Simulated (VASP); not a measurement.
# AsSe4 (I4/m) in VASP: further runs, part 2 of 2

VASP 6.6.1. The steps go on from the part before.

**3. Relaxation of cell and atoms, PBE**

This run uses another cell than the first one, of 24.56 Å³/atom.

INCAR reads:

```
ALGO = Normal ; EDIFF = 1E-7
EDIFFG = -0.04 ; ENCUT = 600
GGA = PE ; IBRION = 2
ISIF = 3 ; ISMEAR = 0
LASPH = True ; LCHARG = False
LREAL = False ; LWAVE = False
NELM = 100 ; NSW = 90
PREC = Accurate ; SIGMA = 0.1
```

KPOINTS reads:

```
k-points
0
Gamma
  4 4 4
```

POSCAR reads:

```
AsSe4
1.0
   -3.6816751100      3.6816751100      2.2648879400
    3.6816751100     -3.6816751100      2.2648879400
    3.6816751100      3.6816751100     -2.2648879400
As Se
1 4
Direct
    0.0000000000      0.0000000000      0.0000000000
    0.7971775700      0.6023538900      0.3995314500
    0.2028224300      0.3976461100      0.6004685500
    0.6023538900      0.2028224300      0.8051763200
    0.3976461100      0.7971775700      0.1948236800
```

Potentials or basis: VASP PAW PBE potentials, release 64 (As, Se).

On the command line:

```console
$ cat potpaw_PBE.64/As/POTCAR potpaw_PBE.64/Se/POTCAR > POTCAR
$ mpirun -np 1 vasp_std > vasp.out
```

It took 24 min on 1 thread of Intel Xeon Platinum 8259CL at 2.50GHz (Skylake/Cascade Lake), shared host; peak memory 0.36 GiB.

It converged, with:

```yaml
Free_energy: -17.2621 eV
Relaxed_volume: 25.96 Å³/atom
Relaxed_cell: a = 6.353 Å, b = 6.353 Å, c = 6.353 Å, α = 94.29°, β = 94.29°, γ = 148.24°
Space_group_after_relaxing_to_0.1_Å: I4/m (No. 87)
Energy_gained_by_relaxing: 521.4 meV/atom
Ionic_steps: 38
Pressure_after_relaxing: 0.0 GPa
Largest_force_after_relaxing: 0.021 eV/Å
Band_gap_on_the_k_mesh: zero (an odd number of electrons rules out a gap without spin polarisation)
```

Forces in eV/Å, atoms in the order of the input:
```
As   0.000  0.000  0.000
Se  -0.016 -0.014  0.000
Se   0.016  0.014  0.000
Se   0.014 -0.016  0.000
Se  -0.014  0.016  0.000
```

Step by step:
```
step  energy change (eV)  largest force (eV/Å)  pressure (GPa)  volume (Å³)
   1              0.0000                0.4005           -8.69       122.80
   2             -0.7283                0.3265            0.81       100.62
   3             -0.7293                0.3326            0.34       101.25
   4             -0.7787                0.2779            0.52       101.21
   5             -0.9382                0.0995            1.31       100.96
   6             -1.2610                0.1464            4.61        99.87
   7             -0.8275                2.2089           21.93        95.15
   8             -1.4871                0.2511            8.03        98.75
   9             -1.2035                1.4670           17.18        96.33
  10             -1.5066                0.4756           10.46        98.04
  11             -1.5129                0.4869           10.49        98.12
  12             -1.5302                0.5218           10.60        98.37
  13             -1.5577                0.5966           10.90        98.86
  14             -1.5866                0.7984           11.64        99.79
  15             -1.5520                1.3774           13.44       101.50
  16             -1.6514                1.3410           12.29       103.27
  17             -1.8860                1.1321            9.36       108.58
  18             -1.9905                0.6645            5.48       119.32
  19             -2.0123                0.7822            6.20       116.66
  20             -2.1321                0.6590            4.85       117.94
  21             -2.3357                0.4733            1.40       121.77
  22             -2.2898                0.7985           -3.54       129.31
  23             -2.3702                0.5630           -1.11       125.19
  24             -2.3710                0.5401           -0.87       124.84
  25             -2.3905                0.5314           -0.66       124.44
  26             -2.4423                0.4565            0.04       123.22
  27             -2.5081                0.2894            1.52       120.76
  28             -2.3385                0.4418            5.57       115.74
  29             -2.5112                0.2281            1.94       120.09
  30             -2.5355                0.1720            1.29       121.55
  31             -2.5462                0.1614            0.60       123.27
  32             -2.5596                0.1762            0.29       124.30
  33             -2.5811                0.2351           -0.58       127.43
  34             -2.5821                0.2478           -0.77       128.18
  35             -2.5936                0.1643           -0.21       127.78
  36             -2.5975                0.0911            0.37       127.38
  37             -2.6020                0.0695            0.25       128.05
  38             -2.6068                0.0210           -0.04       129.80
```

Final structure:
```yaml
crystal:
  lattice:
    - [-4.32063, 4.32063, 1.73827]
    - [4.32063, -4.32063, 1.73827]
    - [4.32063, 4.32063, -1.73827]
  atoms:
    - { symbol: As, position: [0.00000, 0.00000, 0.00000] }
    - { symbol: Se, position: [0.72367, 0.64244, 0.36611] }
    - { symbol: Se, position: [0.27633, 0.35756, 0.63389] }
    - { symbol: Se, position: [0.64244, 0.27633, 0.91877] }
    - { symbol: Se, position: [0.35756, 0.72367, 0.08123] }
```

Levels at points of the mesh, in eV from the Fermi level:
```
           k point  band 13  band 14  band 15  band 16  band 17  band 18
(0.00, 0.00, 0.00)    -0.59    -0.54    -0.54    -0.15     1.61     3.55
(0.50, 0.00, 0.00)    -1.73    -0.89    -0.41     0.75     1.30     1.71
(0.50, 0.50, 0.00)    -0.70    -0.33    -0.08     1.00     1.07     2.41
(0.50, 0.50, 0.50)    -1.17     0.74     1.07     1.07     1.49     1.57
```

Caveat: the k points lie up to 0.49 Å⁻¹ apart in the final cell, too coarse for converged energies and pressures of a metal.

**4. Relaxation of cell and atoms, PBE**

This run uses another cell than the first one, of 25.90 Å³/atom.

INCAR reads:

```
SYSTEM = AsSe4
PREC     = Accurate       ! precision mode
ENCUT    = 600            ! plane-wave cutoff, eV
EDIFF    = 1E-6           ! SCF threshold, eV
ISMEAR   = 0              ! smearing method
SIGMA    = 0.1            ! smearing width, eV
LREAL    = .FALSE.        ! projectors in reciprocal space
LASPH    = .TRUE.         ! aspherical terms in the spheres
NELM     = 100            ! most SCF steps
ALGO     = Normal         ! electronic algorithm
ISIF     = 3              ! what is computed and relaxed
LWAVE    = .FALSE.        ! write WAVECAR
LCHARG   = .FALSE.        ! write CHGCAR
GGA      = PE             ! functional
IBRION   = 2              ! ionic algorithm
NSW      = 90             ! ionic steps
EDIFFG   = -0.04          ! ionic threshold
```

KPOINTS reads:

```
Automatic mesh
0
G
  6 6 6
  0 0 0
```

POSCAR reads:

```
AsSe4
1.0
   -4.3157985824      4.3157985824      1.7379729279
    4.3157985824     -4.3157985824      1.7379729279
    4.3157985824      4.3157985824     -1.7379729279
As Se
1 4
Direct
    0.0000000000      0.0000000000      0.0000000000
    0.2764523750      0.6422925971      0.9187449721
    0.7235476250      0.3577074029      0.0812550279
    0.3577074029      0.2764523750      0.6341597779
    0.6422925971      0.7235476250      0.3658402221
```

On the command line:

```console
$ cat potpaw_PBE.64/As/POTCAR potpaw_PBE.64/Se/POTCAR > POTCAR
$ mpirun -np 1 vasp_std > vasp.out
```

Wall time 8.2 min (1 thread of Intel Xeon Platinum 8259CL at 2.50GHz (Skylake/Cascade Lake), shared host); peak memory 0.47 GiB.

Results (log left out):

- Free energy: -17.2755 eV
- Relaxed volume: 26.06 Å³/atom
- Relaxed cell: a = 6.390 Å, b = 6.390 Å, c = 6.390 Å, α = 94.16°, β = 94.16°, γ = 148.77°
- Space group after relaxing (to 0.1 Å): I4/m (No. 87)
- Energy gained by relaxing: 1.8 meV/atom
- Ionic steps: 5
- Pressure after relaxing: 0.2 GPa
- Largest force after relaxing: 0.010 eV/Å
- Band gap on the k mesh: zero (an odd number of electrons rules out a gap without spin polarisation)

Forces in eV/Å, atoms in the order of the input:
```
As   0.000  0.000  0.000
Se   0.009  0.005  0.000
Se  -0.009 -0.005  0.000
Se   0.005 -0.009  0.000
Se  -0.005  0.009  0.000
```

Step by step:
```tsv
step	energy change (eV)	largest force (eV/Å)	pressure (GPa)	volume (Å³)
1	0.0000	0.0540	0.10	129.49
2	-0.0058	0.0530	0.04	129.80
3	-0.0069	0.0603	0.01	130.01
4	-0.0077	0.0470	0.06	130.08
5	-0.0090	0.0104	0.18	130.30
```

Final structure:
```cif
data_structure
_symmetry_space_group_name_H-M 'P 1'
_symmetry_Int_Tables_number 1
_cell_length_a 6.3900
_cell_length_b 6.3900
_cell_length_c 6.3900
_cell_angle_alpha 94.156
_cell_angle_beta 94.156
_cell_angle_gamma 148.767
_cell_volume 130.30
loop_
_atom_site_label
_atom_site_type_symbol
_atom_site_fract_x
_atom_site_fract_y
_atom_site_fract_z
_atom_site_occupancy
As1 As 0.00000 0.00000 0.00000 1
Se1 Se 0.27838 0.64282 0.92120 1
Se2 Se 0.72162 0.35718 0.07880 1
Se3 Se 0.35718 0.27838 0.63556 1
Se4 Se 0.64282 0.72162 0.36444 1
```

Levels at points of the mesh, in eV from the Fermi level:
```csv
k point,band 12,band 13,band 14,band 15,band 16,band 17,band 18
"(0.00, 0.00, 0.00)",-1.18,-0.57,-0.57,-0.54,-0.32,1.66,3.60
"(0.50, 0.00, 0.00)",-2.09,-1.76,-0.92,-0.49,0.66,1.18,1.60
"(0.50, 0.50, 0.00)",-1.45,-0.68,-0.36,-0.02,1.07,1.11,2.48
"(0.50, 0.50, 0.50)",-1.20,-1.20,0.79,1.10,1.10,1.56,1.64
```

**5. Single point, PBE**

INCAR reads:

```
ALGO = Normal ; EDIFF = 1E-6
ENCUT = 520 ; GGA = PE
ISIF = 2 ; ISMEAR = 0
LASPH = T ; LCHARG = F
LREAL = F ; LWAVE = F
NBANDS = 22 ; NELM = 80
PREC = Accurate ; SIGMA = 0.1
```

KPOINTS reads:

```
k-points
0
Gamma
  12 12 12
```

POSCAR reads:

```
AsSe4
1.0
   -4.3706145681      4.3706145681      1.7202733985
    4.3706145681     -4.3706145681      1.7202733985
    4.3706145681      4.3706145681     -1.7202733985
As Se
1 4
Direct
    0.0000000000      0.0000000000      0.0000000000
    0.7214239177      0.6443839205      0.3658078382
    0.2785760823      0.3556160795      0.6341921618
    0.6443839205      0.2785760823      0.9229600028
    0.3556160795      0.7214239177      0.0770399972
```

On the command line:

```console
$ cat potpaw_PBE.64/As/POTCAR potpaw_PBE.64/Se/POTCAR > POTCAR
$ mpirun -np 1 vasp_std > vasp.out
```

Wall time 10 min (1 thread of Intel Xeon Platinum 8259CL at 2.50GHz (Skylake/Cascade Lake), shared host); peak memory 0.77 GiB.

It converged, with:

```
Free energy            : -17.2847 eV
Pressure               : 0.0 GPa
Largest force          : 0.006 eV/Å
Band gap on the k mesh : zero (an odd number of electrons rules out a gap without spin polarisation)
```

Forces in eV/Å, atoms in the order of the input:
```
As   0.000  0.000  0.000
Se  -0.006 -0.002  0.000
Se   0.006  0.002  0.000
Se   0.002 -0.006  0.000
Se  -0.002  0.006  0.000
```

Levels at points of the mesh, in eV from the Fermi level:
```
           k point  band 12  band 13  band 14  band 15  band 16  band 17  band 18  band 19
(0.00, 0.00, 0.00)    -1.04    -0.57    -0.57    -0.46    -0.32     1.71     3.61     3.61
(0.50, 0.00, 0.00)    -2.03    -1.73    -0.92    -0.48     0.72     1.22     1.57     2.73
(0.50, 0.50, 0.00)    -1.43    -0.63    -0.30     0.05     1.09     1.18     2.50     3.14
(0.50, 0.50, 0.50)    -1.14    -1.14     0.82     1.18     1.18     1.61     1.62     2.48
```

**6. Summary**

| task | cell | k mesh | cutoff (eV) | gap on the mesh (eV) | pressure (GPa) | relaxed volume (Å³/atom) | largest force (eV/Å) |
| --- | --- | --- | --- | --- | --- | --- | --- |
| single point | a = 6.408 Å, angles 94.2, 94.2, 148.8°, 5 atoms, atomic positions A | 6 × 6 × 6 | 520 | none | 0.0 | - | - |
| relaxation of cell and atoms | relaxed from a = 5.678 Å, angles 99.2, 99.2, 133.0°, 5 atoms, atomic positions B | 4 × 4 × 4 | 600 | none | 0.0 | 25.96 | 0.02 |
| relaxation of cell and atoms | relaxed from a = 6.346 Å, angles 94.3, 94.3, 148.2°, 5 atoms, atomic positions C | 6 × 6 × 6 | 600 | none | 0.2 | 26.06 | 0.01 |
| single point | a = 6.416 Å, angles 94.1, 94.1, 148.9°, 5 atoms, atomic positions D | 12 × 12 × 12 | 520 | none | 0.0 | - | 0.01 |

Alike in all rows: level PBE; potentials or basis VASP PAW PBE potentials, release 64 (As, Se); no spin polarisation; smearing gaussian 0.1 eV.

Caveats: some runs use coarse meshes.

Total energies depend on the potentials used, so only differences within one code and one set of settings carry meaning.
